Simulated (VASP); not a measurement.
# ZrB2 (P6/mmm) in VASP: further runs

ZrB2 is run at these levels: PBE, PBEsol, PBE+D3(BJ); tasks: vibrations by perturbation theory, single point.

All numbers are computed with VASP 6.6.1; they aren't measurements. Logs are shortened: lines on timing, memory, paths and dates and some standing lists are left out, and cuts for length are marked.

### Step 1. The cell of the first run

The structure is hexagonal, space group P6/mmm (No. 191). The conventional cell has a = 3.170 Å, b = 3.170 Å, c = 3.533 Å, α = 90.00°, β = 90.00°, γ = 120.00°. Within 3.6 Å of Zr (site symmetry 6/mmm) lie 12 B at 2.54 Å and 8 Zr at 3.17 to 3.53 Å. Within 2.4 Å of B (site symmetry -6m2) lie 3 B at 1.83 Å.

### Step 2. Vibrations by perturbation theory, PBE

INCAR

```
  PREC = Accurate
  ENCUT = 520
  EDIFF = 1E-8
  ISMEAR = -1
  SIGMA = 0.05
  LREAL = False
  LASPH = True
  NELM = 60
  ALGO = Normal
  ISIF = 2
  LWAVE = False
  LCHARG = False
  GGA = PE
  NBANDS = 16
  IBRION = 8
  NSW = 1
```

KPOINTS

```
Automatic mesh
0
Gamma
  7 7 6
```

POSCAR

```
ZrB2
1.0
    3.1700000000      0.0000000000      0.0000000000
   -1.5850000000      2.7453005300      0.0000000000
    0.0000000000      0.0000000000      3.5330000000
Zr B
1 2
Direct
    0.0000000000      0.0000000000      0.0000000000
    0.6666666667      0.3333333333      0.5000000000
    0.3333333333      0.6666666667      0.5000000000
```

Potentials or basis: VASP PAW PBE potentials, release 64 (Zr_sv, B).

Command:

```sh
$ cat potpaw_PBE.64/Zr_sv/POTCAR potpaw_PBE.64/B/POTCAR > POTCAR
$ mpirun -np 1 vasp_std > vasp.out
```

OUTCAR:

```text
PREC = Accurate
   ENCUT = 520
   EDIFF = 1E-8
   ISMEAR = -1
   LREAL = False
   LASPH = True
   NELM = 60
   ISIF = 2
   GGA = PE
   IBRION = 8
   NSW = 1

 ion  position               nearest neighbor table
   1  0.000  0.000  0.000-   2 2.54   3 2.54   2 2.54   3 2.54   2 2.54   2 2.54   3 2.54   3 2.54
                             2 2.54   2 2.54   3 2.54   3 2.54
   2  0.667  0.333  0.500-   3 1.83   3 1.83   3 1.83   1 2.54   1 2.54   1 2.54   1 2.54   1 2.54
                             1 2.54
   3  0.333  0.667  0.500-   2 1.83   2 1.83   2 1.83   1 2.54   1 2.54   1 2.54   1 2.54   1 2.54
                             1 2.54

  LATTYP: Found a hexagonal cell.
 ALAT       =     3.1700000000
 C/A-ratio  =     1.1145110410

  Lattice vectors:

 A1 = (   3.1700000000,   0.0000000000,   0.0000000000)
 A2 = (  -1.5850000000,   2.7453005300,   0.0000000000)
 A3 = (   0.0000000000,   0.0000000000,   3.5330000000)

Analysis of symmetry for initial positions (statically):
=====================================================================
 Subroutine PRICEL returns:
 Original cell was already a primitive cell.

 Routine SETGRP: Setting up the symmetry group for a
 hexagonal supercell.

 Subroutine GETGRP returns: Found 24 space group operations
 (whereof 24 operations were pure point group operations)
 out of a pool of 24 trial point group operations.

The static configuration has the point symmetry D_6h.

Analysis of symmetry for dynamics (positions and initial velocities):
=====================================================================
 Subroutine PRICEL returns:
 Original cell was already a primitive cell.

 Routine SETGRP: Setting up the symmetry group for a
 hexagonal supercell.

 Subroutine GETGRP returns: Found 24 space group operations
 (whereof 24 operations were pure point group operations)
 out of a pool of 24 trial point group operations.

The dynamic configuration has the point symmetry D_6h.

 Subroutine INISYM returns: Found 24 space group operations
 (whereof 24 operations are pure point group operations),
 and found     1 'primitive' translations

----------------------------------------------------------------------------------------

                                     Primitive cell

  volume of cell :      30.7463

  direct lattice vectors                    reciprocal lattice vectors
     3.170000000  0.000000000  0.000000000     0.315457413  0.182129422  0.000000000
    -1.585000000  2.745300530  0.000000000     0.000000000  0.364258845  0.000000000
     0.000000000  0.000000000  3.533000000     0.000000000  0.000000000  0.283045570

  length of vectors
     3.170000000  3.170000000  3.533000000     0.364258845  0.364258845  0.283045570

  position of ions in fractional coordinates (direct lattice)
     0.000000000  0.000000000  0.000000000
     0.666666667  0.333333333  0.500000000
     0.333333333  0.666666667  0.500000000

  ion indices of the primitive-cell ions
   primitive index   ion index
                 1           1
                 2           2
                 3           3

----------------------------------------------------------------------------------------

 KPOINTS: Automatic mesh

Automatic generation of k-mesh.
 Grid dimensions read from file:
 generate k-points for:    7    7    6

 Generating k-lattice:

  Cartesian coordinates                     Fractional coordinates (reciprocal lattice)
[... 99 lines left out ...]

 number of electron      18.0000000 magnetization

 Free energy of the ion-electron system (eV)
  ---------------------------------------------------
  ext. energy  EPLUGINS =         0.00000000
  ---------------------------------------------------
  free energy    TOTEN  =       -24.97215737 eV

  energy without entropy =      -24.96918599  energy(sigma->0) =      -24.97067168

 E-fermi :  10.3321     XC(G=0): -12.4438

 val. band max:       10.1670379179   @ k =   0.1429   0.0000   0.3333
 cond. band min:      10.3361196311   @ k =   0.4286   0.1429   0.0000
 fundamental gap:      0.1690817133
 Fermi energy:        10.3320557909

 k-point     1 :       0.0000    0.0000    0.0000
  band No.  band energies     occupation
      1     -38.1027      2.00000
      2     -16.2914      2.00000
      3     -15.7355      2.00000
      4     -15.7355      2.00000
      5      -2.2060      2.00000
      6       7.8943      2.00000
[... 433 lines left out ...]
      3     -16.3187      2.00000
      4     -16.2113      2.00000
      5       1.3477      2.00000
      6       2.7103      2.00000
[... 8 lines left out ...]
     15      18.8797      0.00000
     16      20.2784      0.00000

 [... further k-points ...]

------------------------ aborting loop because EDIFF is reached ----------------------------------------

  FORCE on cell =-STRESS in cart. coord.  units (eV):
  Direction    XX          YY          ZZ          XY          YZ          ZX
  --------------------------------------------------------------------------------------
  -------------------------------------------------------------------------------------
  Total        0.1594619      0.1594619      0.2241752      0.0000000      0.0000000      0.0000000
  in kB        8.3094992      8.3094992     11.6816830      0.0000000      0.0000000      0.0000000
  external PRESSURE =       9.4335605 kB  Pullay stress =       0.0000000 kB

 VOLUME and BASIS-vectors are now :
 -----------------------------------------------------------------------------
  energy-cutoff  :      520.00
  volume of cell :       30.75
      direct lattice vectors                 reciprocal lattice vectors
     3.170000000  0.000000000  0.000000000     0.315457413  0.182129422  0.000000000
    -1.585000000  2.745300530  0.000000000     0.000000000  0.364258845  0.000000000
     0.000000000  0.000000000  3.533000000     0.000000000  0.000000000  0.283045570

 POSITION                                       TOTAL-FORCE (eV/Angst)
 -----------------------------------------------------------------------------------
      0.00000      0.00000      0.00000        -0.000000      0.000000      0.000000
      1.58500      0.91510      1.76650         0.000000     -0.000000      0.000000
     -0.00000      1.83020      1.76650        -0.000000      0.000000      0.000000
 -----------------------------------------------------------------------------------
    total drift:                               -0.000000      0.000000      0.000000

  FREE ENERGIE OF THE ION-ELECTRON SYSTEM (eV)
  ---------------------------------------------------
  free  energy   TOTEN  =       -24.9721573659 eV

  energy  without entropy=      -24.9691859866  energy(sigma->0) =      -24.97067168

[... ionic steps 2 to 3 ...]

--------------------------------------- Ionic step        4  -------------------------------------------

------------------------ aborting loop because EDIFF is reached ----------------------------------------
[... 11 lines left out ...]
[... ionic steps 8 to 8 ...]

--------------------------------------- Ionic step        9  -------------------------------------------

 Free energy of the ion-electron system (eV)
  ---------------------------------------------------
  ---------------------------------------------------
  free energy    TOTEN  =        -0.04505389 eV

  energy without entropy =       -0.04505389

------------------------ aborting loop because EDIFF is reached ----------------------------------------

 INTERNAL STRAIN TENSOR  FOR ION    2  DIRECTION 3   (eV/Angst):
 -----------------------------------------------------------------------------
    -0.00903  0.00000  0.00000
     0.00000 -0.00903  0.00000
     0.00000 -0.00000  0.01420

 INTERNAL STRAIN TENSOR FOR ION    3 for displacements in x,y,z  (eV/Angst):
          X           Y           Z          XY          YZ          ZX
  --------------------------------------------------------------------------------
  x    -0.00000     0.00000     0.00000     3.15142     0.00000     0.00000
  y     3.15142    -3.15142    -0.00000     0.00000     0.00000     0.00000
  z     0.00000     0.00000     0.00000    -0.00000     0.00000     0.00000

 SECOND DERIVATIVES (NOT SYMMETRIZED)
 ------------------------------------
               1X          1Y          1Z          2X          2Y          2Z          3X          3Y          3Z
  1X   -12.990101    0.000000    0.000000    6.495051    0.000000    0.000000    6.495051    0.000000    0.000000
  1Y     0.000000  -12.990101    0.000000    0.000000    6.495051    0.000000    0.000000    6.495051    0.000000
  1Z     0.000000   -0.000000  -13.984675    0.000000    0.000000    6.992337    0.000000    0.000000    6.992337
  2X     6.493672   -0.000000    0.000000  -14.491942    0.000000    0.000000    7.998269    0.000000    0.000000
  2Y     0.000000    6.493672    0.000000   -0.000000  -14.491942    0.000000    0.000000    7.998269    0.000000
  2Z    -0.000000    0.000000    6.993700    0.000000    0.000000   -9.244197   -0.000000    0.000000    2.250497
  3X     6.493672   -0.000000    0.000000    7.998269    0.000000    0.000000  -14.491942    0.000000    0.000000
  3Y     0.000000    6.493672    0.000000    0.000000    7.998269    0.000000   -0.000000  -14.491942    0.000000
  3Z    -0.000000    0.000000    6.993700   -0.000000    0.000000    2.250497    0.000000    0.000000   -9.244197

 Eigenvectors and eigenvalues of the dynamical matrix
 ----------------------------------------------------

   1 f  =   22.548339 THz   141.675392 2PiTHz  752.131629 cm-1    93.252395 meV
             X         Y         Z           dx          dy          dz
      0.000000  0.000000  0.000000    -0.000000   -0.000000   -0.000000
      1.585000  0.915100  1.766500     0.000068   -0.707107   -0.000000
     -0.000000  1.830200  1.766500    -0.000068    0.707107    0.000000
[... 43 lines left out ...]
   9 f/i=    0.000563 THz     0.003537 2PiTHz    0.018776 cm-1     0.002328 meV
             X         Y         Z           dx          dy          dz
      0.000000  0.000000  0.000000    -0.511892   -0.739139   -0.000000
      1.585000  0.915100  1.766500    -0.176239   -0.254478   -0.000000
     -0.000000  1.830200  1.766500    -0.176239   -0.254478   -0.000000

--------------------------------------------------------------------------------------------------------

 ELASTIC MODULI CONTR FROM IONIC RELAXATION (kBar)
 Direction    XX          YY          ZZ          XY          YZ          ZX
 --------------------------------------------------------------------------------
 XX         -46.0221     46.0221      0.0000     -0.0000      0.0000      0.0000
 YY          46.0221    -46.0221     -0.0000      0.0000      0.0000      0.0000
 ZZ           0.0000     -0.0000     -0.0000      0.0000      0.0000      0.0000
 XY          -0.0000      0.0000      0.0000    -46.0221      0.0000      0.0000
 YZ           0.0000      0.0000      0.0000      0.0000      0.0000      0.0000
 ZX           0.0000      0.0000      0.0000      0.0000      0.0000      0.0000
 --------------------------------------------------------------------------------
```

It took 5.6 min on 1 thread of Intel Xeon 8259CL, shared host; peak memory 0.26 GiB.

Results:

| Item | Value |
| --- | --- |
| Highest phonon frequency at Γ | 752 cm⁻¹ |

Phonon frequencies in cm⁻¹ (negative: imaginary):
```tsv
q point	frequencies
(0.000, 0.000, 0.000)	0 0 0 450 450 466 538 752 752
```

(Part 1 of 2 ends here.)
